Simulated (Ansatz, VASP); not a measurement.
One calculation of ZnCu, two programs

INCAR

```
SYSTEM = ZnCu
PREC     = Accurate       ! precision mode
ENCUT    = 520            ! plane-wave cutoff, eV
EDIFF    = 1E-7           ! SCF threshold, eV
ISMEAR   = -1             ! smearing method
SIGMA    = 0.05           ! smearing width, eV
LREAL    = .False.        ! projectors in reciprocal space
LASPH    = .True.         ! aspherical terms in the spheres
NELM     = 100            ! most SCF steps
ALGO     = Normal         ! electronic algorithm
ISIF     = 2              ! what is computed and relaxed
LWAVE    = .False.        ! write WAVECAR
LCHARG   = .False.        ! write CHGCAR
GGA      = PS             ! functional
NBANDS   = 18             ! bands
```

The input KPOINTS:

```
Automatic mesh
0
Gamma
  9 9 9
  0 0 0
```

Contents of POSCAR:

```
ZnCu
1.0
    2.9645038797      0.0000000000      0.0000000000
    0.0000000000      2.9645038797      0.0000000000
    0.0000000000      0.0000000000      2.9645038797
Zn Cu
1 1
Direct
    0.5000000000      0.5000000000      0.5000000000
    0.0000000000      0.0000000000      0.0000000000
```

File input.yaml:

```yaml
crystal:
  lattice:
    - [2.9645038797, 0.0, 0.0]
    - [0.0, 2.9645038797, 0.0]
    - [0.0, 0.0, 2.9645038797]
  atoms:
    - { symbol: Zn, position: [0.5, 0.5, 0.5] }
    - { symbol: Cu, position: [0.0, 0.0, 0.0] }
kpoints:
  mp_grid: { grid: [9, 9, 9] }
scf:
  occupations: { method: fermi_dirac, width: 0.05 }
hamiltonian:
  xc: pbesol
  pseudopotentials: { kind: all_electron, lapw: { basis_error: 0.0005 } }
output:
  forces: true
  stress: true
  eigenvalues: true
```

Change from the starting cell: volume scaled by 1.02.

Alike in both runs: task single point; functional PBEsol; k mesh 9 × 9 × 9; occupations fermi-dirac, width 0.05 eV; no spin polarisation.

```csv
,VASP,Ansatz
version,VASP 6.6.1,Ansatz 0.2.0
potentials or method,"VASP PAW PBE potentials, release 64 (Zn, Cu), cutoff 520 eV","all-electron LAPW, scalar-relativistic"
```

VASP gave:

- gap on the k mesh at the Fermi level (eV): none
- pressure (GPa): -6.0

Problem. What did Ansatz give for the same quantities?

Solution. gap on the k mesh at the Fermi level (eV): none; pressure (GPa): -6.6.

VASP's potentials were made for PBE, not for PBEsol. A gap of «none» marks a metal or a gap that the smearing closes. Ansatz ran all-electron here, and VASP with PAW potentials.
